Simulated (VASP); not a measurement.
# Pt (Fm-3m) in VASP: further runs, part 2 of 2

VASP 6.6.1. Earlier steps stand in the parts before.

### Step 3. Single point, PBE

This run uses another cell than the first one, of 15.97 Å³/atom, 1.020 times its volume.

Input file INCAR:

```
PREC = Accurate ; ENCUT = 520
EDIFF = 1E-6 ; ISMEAR = -1
SIGMA = 0.06122561905347299 ; LREAL = F
LASPH = T ; NELM = 100
ALGO = Normal ; ISIF = 2
LWAVE = F ; LCHARG = F
GGA = PE ; NBANDS = 11
```

Input file KPOINTS:

```
regular mesh
0
Gamma
  16 16 16
```

Input file POSCAR:

```
Pt
1.0
    0.0000000000      1.9986951369      1.9986951369
    1.9986951369      0.0000000000      1.9986951369
    1.9986951369      1.9986951369      0.0000000000
Pt
1
Direct
    0.0000000000      0.0000000000      0.0000000000
```

Potentials or basis: VASP PAW PBE potentials, release 64 (Pt).

Launch:

```
$ cat potpaw_PBE.64/Pt/POTCAR > POTCAR
$ mpirun -np 1 vasp_std > vasp.out
```

OUTCAR:

```text
PREC = Accurate
   ENCUT = 520
   EDIFF = 1E-6
   ISMEAR = -1
   LREAL = F
   LASPH = T
   NELM = 100
   ISIF = 2
   GGA = PE

 ion  position               nearest neighbor table
   1  0.000  0.000  0.000-

  LATTYP: Found a face centered cubic cell.
 ALAT       =     3.9973902738

  Lattice vectors:

 A1 = (   0.0000000000,   1.9986951369,   1.9986951369)
 A2 = (   1.9986951369,   0.0000000000,   1.9986951369)
 A3 = (   1.9986951369,   1.9986951369,   0.0000000000)

Analysis of symmetry for initial positions (statically):
=====================================================================
 Subroutine PRICEL returns:
 Original cell was already a primitive cell.

 Routine SETGRP: Setting up the symmetry group for a
 face centered cubic supercell.

 Subroutine GETGRP returns: Found 48 space group operations
 (whereof 48 operations were pure point group operations)
 out of a pool of 48 trial point group operations.

The static configuration has the point symmetry O_h .

Analysis of symmetry for dynamics (positions and initial velocities):
[... 159 lines left out ...]
 val. band max:       10.1655919997   @ k =  -0.2500   0.1250   0.0000
 cond. band min:      10.1849380306   @ k =   0.5000   0.5000   0.0000
 fundamental gap:      0.0193460309
 Fermi energy:        10.1770434644

 k-point     1 :       0.0000    0.0000    0.0000
  band No.  band energies     occupation
      1       0.6103      2.00000
      2       6.7424      2.00000
      3       6.7424      2.00000
      4       6.7424      2.00000
      5       8.7019      2.00000
      6       8.7019      2.00000
      7      24.9804      0.00000
      8      29.6251      0.00000
      9      29.6251      0.00000
     10      29.6251      0.00000
     11      34.7659      0.00000
[... 309 lines left out ...]
 k-point    24 :      -0.0625    0.0625    0.0000
  band No.  band energies     occupation
      1       1.0024      2.00000
      2       6.5623      2.00000
      3       6.8799      2.00000
      4       6.9202      2.00000
      5       8.5305      2.00000
      6       8.7279      2.00000
      7      25.5461      0.00000
      8      28.0319      0.00000
      9      29.6249      0.00000
     10      30.4674      0.00000
     11      36.1877      0.00000

 [... further k-points ...]
[... 5 lines left out ...]
  --------------------------------------------------------------------------------------
  -------------------------------------------------------------------------------------
  Total       -0.5223589     -0.5223589     -0.5223589      0.0000000      0.0000000     -0.0000000
  in kB      -52.4094919    -52.4094919    -52.4094919      0.0000000      0.0000000     -0.0000000
  external PRESSURE =     -52.4094919 kB  Pullay stress =       0.0000000 kB

 VOLUME and BASIS-vectors are now :
 -----------------------------------------------------------------------------
  energy-cutoff  :      520.00
  volume of cell :       15.97
      direct lattice vectors                 reciprocal lattice vectors
     0.000000000  1.998695137  1.998695137    -0.250163214  0.250163214  0.250163214
     1.998695137  0.000000000  1.998695137     0.250163214 -0.250163214  0.250163214
     1.998695137  1.998695137  0.000000000     0.250163214  0.250163214 -0.250163214

 POSITION                                       TOTAL-FORCE (eV/Angst)
 -----------------------------------------------------------------------------------
      0.00000      0.00000      0.00000         0.000000     -0.000000      0.000000
 -----------------------------------------------------------------------------------
    total drift:                                0.000000      0.000000     -0.000000

  FREE ENERGIE OF THE ION-ELECTRON SYSTEM (eV)
  ---------------------------------------------------
  free  energy   TOTEN  =        -6.1038479133 eV

  energy  without entropy=       -6.0772616078  energy(sigma->0) =       -6.09055476
```

stdout:

```text
POSCAR found type information on POSCAR Pt
 POSCAR found :  1 types and       1 ions
 scaLAPACK will be used
 LDA part: xc-table for (Slater+PW92), standard interpolation
 POSCAR, INCAR and KPOINTS ok, starting setup
 FFT: planning ... GRIDC
 FFT: planning ... GRID_SOFT
 FFT: planning ... GRID
 WAVECAR not read
 entering main loop
```

Wall time 13 s (1 thread of Intel Xeon Platinum 8488C (Sapphire Rapids), shared host); peak memory 0.16 GiB.

What came out:

```yaml
Free_energy: -6.1038 eV
Pressure: -5.2 GPa
Band_gap_on_the_k_mesh: zero (band 5 reaches 10.63 eV, above the bottom of band 6 at 8.61 eV)
```

Caveat: spin-orbit coupling is left out, which moves the levels of the heavy elements.

### Step 4. Single point, PBE

This run uses another cell than the first one, of 16.28 Å³/atom, 1.040 times its volume.

Input file INCAR:

```
ALGO     = Normal         # electronic algorithm
EDIFF    = 1E-6           # SCF threshold, eV
ENCUT    = 520            # plane-wave cutoff, eV
GGA      = PE             # functional
ISIF     = 2              # what is computed and relaxed
ISMEAR   = -1             # smearing method
LASPH    = True           # aspherical terms in the spheres
LCHARG   = True           # write CHGCAR
LELF     = True           # ELF
LREAL    = False          # projectors in reciprocal space
LVHAR    = True         
LWAVE    = False          # write WAVECAR
NBANDS   = 11             # bands
NELM     = 60             # most SCF steps
PREC     = Accurate       # precision mode
SIGMA    = 0.06122561905347299 # smearing width, eV
```

Input file KPOINTS:

```
k-points
0
Gamma
  16 16 16
```

Input file POSCAR:

```
Pt
1.0
    0.0000000000      2.0116740404      2.0116740404
    2.0116740404      0.0000000000      2.0116740404
    2.0116740404      2.0116740404      0.0000000000
Pt
1
Direct
    0.0000000000      0.0000000000      0.0000000000
```

Launch:

```
$ cat potpaw_PBE.64/Pt/POTCAR > POTCAR
$ mpirun -np 1 vasp_std > vasp.out
```

Run time: 20 s. Hardware: 1 thread of Intel Xeon Platinum 8488C (Sapphire Rapids), shared host; peak memory 0.16 GiB.

The run converged. Its results:

| Item | Value |
| --- | --- |
| Free energy | -6.0898 eV |
| Pressure | -9.3 GPa |
| Band gap on the k mesh | zero (band 5 reaches 10.26 eV, above the bottom of band 6 at 8.32 eV) |

Levels at points of the mesh, in eV from the Fermi level:
| k point | band 3 | band 4 | band 5 | band 6 | band 7 | band 8 |
| --- | --- | --- | --- | --- | --- | --- |
| (0.00, 0.00, 0.00) | -3.33 | -3.33 | -1.43 | -1.43 | 14.84 | 19.38 |
| (0.50, 0.00, 0.00) | -3.38 | -0.14 | 0.04 | 0.04 | 5.30 | 14.39 |
| (0.50, 0.50, 0.00) | 0.00 | 0.43 | 0.43 | 1.95 | 8.10 | 11.17 |

Caveat: spin-orbit coupling is left out, which moves the levels of the heavy elements.

### Step 5. Single point, PBE

This run uses another cell than the first one, of 16.59 Å³/atom, 1.060 times its volume.

Input file INCAR:

```
ALGO = Normal
EDIFF = 1E-6
ENCUT = 520
GGA = PE
ISIF = 2
ISMEAR = -1
LASPH = T
LCHARG = F
LREAL = F
LWAVE = F
NBANDS = 11
NELM = 60
PREC = Accurate
SIGMA = 0.06122561905347299
```

KPOINTS is that of step 4.

Input file POSCAR:

```
Pt
1.0
    0.0000000000      2.0244875964      2.0244875964
    2.0244875964      0.0000000000      2.0244875964
    2.0244875964      2.0244875964      0.0000000000
Pt
1
Direct
    0.0000000000      0.0000000000      0.0000000000
```

Launch:

```
$ cat potpaw_PBE.64/Pt/POTCAR > POTCAR
$ mpirun -np 1 vasp_std > vasp.out
```

Run time: 13 s. Hardware: 1 thread of Intel Xeon Platinum 8488C (Sapphire Rapids), shared host; peak memory 0.16 GiB.

It converged, with:

```
Free energy            : -6.0684 eV
Pressure               : -12.8 GPa
Band gap on the k mesh : zero (band 5 reaches 9.91 eV, above the bottom of band 6 at 8.03 eV)
```

Levels at points of the mesh, in eV from the Fermi level:
| k point | band 1 | band 2 | band 3 | band 4 | band 5 | band 6 | band 7 | band 8 | band 9 | band 10 |
| --- | --- | --- | --- | --- | --- | --- | --- | --- | --- | --- |
| (0.00, 0.00, 0.00) | -9.16 | -3.22 | -3.22 | -3.22 | -1.39 | -1.39 | 14.88 | 19.31 | 19.31 | 19.31 |
| (0.50, 0.00, 0.00) | -6.36 | -3.27 | -3.27 | -0.06 | 0.03 | 0.03 | 5.16 | 14.42 | 18.32 | 18.32 |
| (0.50, 0.50, 0.00) | -6.06 | -5.66 | 0.00 | 0.41 | 0.41 | 1.99 | 7.91 | 11.11 | 11.11 | 19.02 |

Caveat: spin-orbit coupling is left out, which moves the levels of the heavy elements.

### Step 6. Summary

```tsv
cell	gap on the mesh (eV)	pressure (GPa)
a = 2.808 Å, angles 60.0°, 1 atom	none	-0.6
a = 2.827 Å, angles 60.0°, 1 atom	none	-5.2
a = 2.845 Å, angles 60.0°, 1 atom	none	-9.3
a = 2.863 Å, angles 60.0°, 1 atom	none	-12.8
```

Alike in all rows: task single point; level PBE; potentials or basis VASP PAW PBE potentials, release 64 (Pt); no spin polarisation; k mesh 16 × 16 × 16; cutoff (eV) 520; smearing fermi-dirac 0.0612256 eV.

Caveats: spin-orbit coupling is left out, which moves the levels of the heavy elements.

Total energies depend on the potentials used, so only differences within one code and one set of settings carry meaning.
